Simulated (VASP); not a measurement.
Set up this calculation in VASP 6.6.1, as the native input.

| Item | Value |
| --- | --- |
| Task | single point |
| Functional | PBE |
| Potentials or basis | VASP PAW PBE potentials, release 64 (B) |
| Cutoff | 520 eV |
| k mesh | 6 × 6 × 6 |
| Occupations | gaussian, width 0.1 eV |
| Spin | no spin polarisation |
| Dipole correction | no |
| Further INCAR settings | ALGO = Normal; EDIFF = 1e-06; NBANDS = 22 |

The structure of B lies in POSCAR:

```
B
1.0
   -2.8391108167      2.8391108167      1.8984209514
    2.8391108167     -2.8391108167      1.8984209514
    2.8391108167      2.8391108167     -1.8984209514
B
8
Direct
    0.7318810839      0.2318879201      0.2138088321
    1.0180790880      0.5180722518      0.7861911679
    0.2318879201      0.7318810839      0.2138088321
    0.4819277482      0.2681189161      0.5000068362
    0.7681120799     -0.0180790880      0.4999931638
    0.5180722518      1.0180790880      0.7861911679
    0.2681189161      0.4819277482      0.5000068362
   -0.0180790880      0.7681120799      0.4999931638
```

The cell was built from a structure type or drawn by symmetry, and may not be a known phase.

These files were run (other wordings do the same):

INCAR

```
SYSTEM = B
ALGO     = Normal         ! electronic algorithm
EDIFF    = 1E-6           ! SCF threshold, eV
ENCUT    = 520            ! plane-wave cutoff, eV
GGA      = PE             ! functional
ISIF     = 2              ! what is computed and relaxed
ISMEAR   = 0              ! smearing method
LASPH    = .True.         ! aspherical terms in the spheres
LCHARG   = .True.         ! write CHGCAR
LELF     = .True.         ! ELF
LREAL    = .False.        ! projectors in reciprocal space
LVHAR    = .True.       
LWAVE    = .False.        ! write WAVECAR
NBANDS   = 22             ! bands
NELM     = 100            ! most SCF steps
PREC     = Accurate       ! precision mode
SIGMA    = 0.1            ! smearing width, eV
```

KPOINTS

```
k-points
0
Gamma
  6 6 6
  0 0 0
```

Potentials or basis: VASP PAW PBE potentials, release 64 (B).

Launch:

```sh
$ cat potpaw_PBE.64/B/POTCAR > POTCAR
$ mpirun -np 1 vasp_std > vasp.out
```

It gave:

```json
{
  "Pressure": "0.0 GPa",
  "Largest force": "0.004 eV/Å",
  "Band gap on the k mesh": "zero (bands 12 and 13 overlap by 0.60 eV)"
}
```

Wall time 41 s on 1 thread of Intel(R) Xeon(R) 6975P-C (Granite Rapids), on a shared host, peak memory 0.2 GiB.
